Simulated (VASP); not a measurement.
KMgF3:

```
K Mg F
1.0
     3.98024    0.00000    0.00000
     0.00000    3.98024    0.00000
     0.00000    0.00000    3.98024
K Mg F
1 1 3
Direct
  0.50000 0.50000 0.50000
  0.00000 0.00000 0.00000
  0.50000 0.00000 0.00000
  0.00000 0.50000 0.00000
  0.00000 0.00000 0.50000
```

Base run:

| Quantity | Value |
| --- | --- |
| Program | VASP 6.6.1 |
| Functional | PBE |
| Potentials or basis | VASP PAW PBE potentials, release 64 (K_sv, Mg, F) |
| Cutoff | 520 eV |
| k mesh | 4 × 4 × 4 |
| Occupations | gaussian, width 0.01 eV |
| Spin | no spin polarisation |

Its results: band gap on the k mesh 7.34 eV (least direct gap 7.66 eV); pressure 3.7 GPa.

The run is repeated on the same cell with these changes: functional from PBE to HSE06; further incar settings from ALGO = Normal; EDIFF = 1e-06; NBANDS = 24 to ALGO = Normal; EDIFF = 1e-07; NBANDS = 24. What comes out?

Band gap on the k mesh 9.57 eV (least direct gap 9.87 eV); pressure 1.3 GPa.

Caveats: the cell stands under pressure (at least some runs); the PAW data sets were made with another functional, which shifts forces and pressure a little (at least some runs).

A k mesh can miss the band edges.
